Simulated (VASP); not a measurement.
Here is a VASP 6.6.1 calculation.

Contents of INCAR:

```
SYSTEM = SnTe
PREC = Accurate ; ENCUT = 520
EDIFF = 1E-7 ; ISMEAR = 0
SIGMA = 0.03 ; LREAL = .False.
LASPH = .True. ; NELM = 100
ALGO = Normal ; ISIF = 2
LWAVE = .False. ; LCHARG = .False.
GGA = PE ; NBANDS = 17
```

File KPOINTS:

```
Automatic mesh
0
Gamma
  10 10 10
  0 0 0
```

POSCAR

```
SnTe
1.0
    0.3960506967      3.3664309219      3.3664309219
    3.3664309219      0.3960506967      3.3664309219
    3.3664309219      3.3664309219      0.3960506967
Sn Te
1 1
Direct
    0.0000000000      0.0000000000      0.0000000000
    0.5000000000      0.5000000000      0.5000000000
```

Potentials or basis: VASP PAW PBE potentials, release 64 (Sn_d, Te).

The run is started by

```sh
$ cat potpaw_PBE.64/Sn_d/POTCAR potpaw_PBE.64/Te/POTCAR > POTCAR
$ mpirun -np 1 vasp_std > vasp.out
```

**Question.** Estimate the band gap on the k mesh.

**Answer.** Zero (band 10 reaches 7.88 eV, above the bottom of band 11 at 6.31 eV).

**Question.** What does it give for the pressure?

**Answer.** 1.2 GPa.

Stress tensor (GPa, compression positive):
```
 1.16 -1.76 -1.76
-1.76  1.16 -1.76
-1.76 -1.76  1.16
```

Caveat: spin-orbit coupling is left out, which moves the levels of the heavy elements.
